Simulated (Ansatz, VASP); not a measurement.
La3N2: VASP beside Ansatz

INCAR

```
SYSTEM = La3N2
PREC = Accurate
ENCUT = 520
EDIFF = 1E-6
ISMEAR = 0
SIGMA = 0.1
LREAL = .False.
LASPH = .True.
NELM = 80
ALGO = Normal
ISIF = 2
LWAVE = .False.
LCHARG = .False.
GGA = PE
NBANDS = 54
```

Contents of KPOINTS:

```
regular mesh
0
Gamma
  2 2 4
  0 0 0
```

Contents of POSCAR:

```
La3N2
1.0
    8.1064015200      0.0000000000      0.0000000000
    0.0000000000      8.1064015200      0.0000000000
    0.0000000000      0.0000000000      3.9299802900
La N
6 4
Direct
    0.0000000000      0.0000000000      0.0000000000
    0.5000000000      0.5000000000      0.0000000000
    0.1622599900      0.6622599900      0.5000000000
    0.3377400100      0.1622599900      0.5000000000
    0.8377400100      0.3377400100      0.5000000000
    0.6622599900      0.8377400100      0.5000000000
    0.6339899900      0.1339899900      0.0000000000
    0.8660100100      0.6339899900      0.0000000000
    0.3660100100      0.8660100100      0.0000000000
    0.1339899900      0.3660100100      0.0000000000
```

Input for Ansatz:

```yaml
crystal:
  lattice:
    - [8.10640152, 0.0, 0.0]
    - [0.0, 8.10640152, 0.0]
    - [0.0, 0.0, 3.92998029]
  atoms:
    - { symbol: La, position: [0.0, 0.0, 0.0] }
    - { symbol: La, position: [0.5, 0.5, 0.0] }
    - { symbol: La, position: [0.16225999, 0.66225999, 0.5] }
    - { symbol: La, position: [0.33774001, 0.16225999, 0.5] }
    - { symbol: La, position: [0.83774001, 0.33774001, 0.5] }
    - { symbol: La, position: [0.66225999, 0.83774001, 0.5] }
    - { symbol: "N", position: [0.63398999, 0.13398999, 0.0] }
    - { symbol: "N", position: [0.86601001, 0.63398999, 0.0] }
    - { symbol: "N", position: [0.36601001, 0.86601001, 0.0] }
    - { symbol: "N", position: [0.13398999, 0.36601001, 0.0] }
basis:
  ecutwfc: 420
kpoints:
  mp_grid: { grid: [2, 2, 4] }
hamiltonian:
  xc: pbe
scf:
  occupations: { method: gaussian, width: 0.1 }
  lower_state_search: "off"
output:
  forces: true
  stress: true
  eigenvalues: true
```

Change from the starting cell: species swapped into the Y3Au2 type (P4/mbm, No. 127).

Alike in both runs: task single point; functional PBE; k mesh 2 × 2 × 4; occupations gaussian, width 0.1 eV; no spin polarisation.

|  | VASP | Ansatz |
| --- | --- | --- |
| version | VASP 6.6.1 | Ansatz 0.2.0 |
| potentials or method | VASP PAW PBE potentials, release 64 (La, N), cutoff 520 eV | scalar-relativistic, plane waves, PAW |
| valence electrons in the cell | 86 | 86 |

|  | VASP | Ansatz | Ansatz less VASP |
| --- | --- | --- | --- |
| gap on the k mesh at the Fermi level (eV) | none | none | - |
| pressure (GPa) | -14.3 | -14.2 | +0.05 |
| traceless stress, the component that is largest in VASP (GPa) | 3.56 | 3.56 | -0.007 |
| rms of the force components (eV/Å) | 0.529 | 0.529 | +0.0002 |

Atom by atom the forces differ by 0.001 eV/Å (rms over components). A gap of «none» marks a metal or a gap that the smearing closes.

The k mesh is coarse, so the values compare programs but aren't converged. Spin-orbit coupling is off throughout.
